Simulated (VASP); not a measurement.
The system is HfC.

```xyz
2
Lattice="0.0000 2.3706 2.3706 2.3706 0.0000 2.3706 2.3706 2.3706 0.0000" Properties=species:S:1:pos:R:3 pbc="T T T"
Hf    2.3706    2.3706    2.3706
C     0.0000    0.0000    0.0000
```

Program: VASP 6.6.1. Alike in all runs: task single point; cell as given; k mesh 10 × 10 × 10; cutoff (eV) 520.

**Question.** Order these runs on this cell by their pressure, lowest first.
A. level RPBE+D3(BJ); potentials or basis VASP PAW PBE potentials, release 64 (Hf_pv, C); spin collinear, ferromagnetic start; fixed moment (μB) 1.0; smearing fermi-dirac 0.1 eV
B. level PBEsol; potentials or basis VASP PAW PBE potentials, release 64 (Hf_pv, C); spin off; smearing fermi-dirac 0.05 eV
C. level LDA; potentials or basis VASP PAW LDA potentials, release 64 (Hf_pv, C); spin off; smearing fermi-dirac 0.05 eV
D. level PBE; potentials or basis VASP PAW PBE potentials, release 64 (Hf_pv, C); spin collinear, ferromagnetic start; fixed moment (μB) 1.0; smearing gaussian 0.1 eV
E. level PBE; potentials or basis VASP PAW PBE potentials, release 64 (Hf_pv, C); spin off; smearing fermi-dirac 0.05 eV

**Answer.** A (-33.7 GPa), C (-22.8 GPa), B (-18.6 GPa), E (-12.7 GPa), D (-8.5 GPa).

Caveats: the total moment is fixed, so each spin has its own Fermi level (some runs); the PAW data sets were made with another functional, which shifts forces and pressure a little (some runs); three body term missing (some runs).
